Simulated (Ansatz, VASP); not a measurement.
## As in VASP and in Ansatz

```
CELL_PARAMETERS angstrom
1.91768 1.10718 3.58298
-1.91768 1.10718 3.58298
0.00000 -2.21435 3.58298
ATOMIC_POSITIONS crystal
As 0.22600 0.22600 0.22600
As 0.77400 0.77400 0.77400
```

Alike in both runs: task single point; functional LDA; k mesh 9 × 9 × 9; occupations fermi-dirac, width 0.05 eV; no spin polarisation.

|  | VASP | Ansatz |
| --- | --- | --- |
| version | VASP 6.6.1 | Ansatz 0.2.0 |
| potentials or method | VASP PAW LDA potentials, release 64 (As) | Ansatz PAW |
| plane-wave cutoff (eV) | 520 | 420 |
| valence electrons in the cell | 10 | 30 |

Ansatz gave:

| Item | Value |
| --- | --- |
| gap on the k mesh at the Fermi level (eV) | none |
| pressure (GPa) | -5.2 |
| traceless stress, the component that is largest in VASP (GPa) | 0.64 |
| rms of the force components (eV/Å) | 0.057 |

Task: Estimate VASP's values.

Result: gap on the k mesh at the Fermi level (eV): none; pressure (GPa): -4.9; traceless stress, the component that is largest in VASP (GPa): 0.53; rms of the force components (eV/Å): 0.024.

LDA's correlation is that of Perdew and Zunger in VASP and of Perdew and Wang (1992) in Ansatz. Atom by atom the forces differ by 0.033 eV/Å (rms over components). A gap of «none» marks a metal or a gap that the smearing closes. VASP's potentials hold 10 valence electrons a cell and Ansatz's 30, so a difference there can come from the potentials and not from the codes.
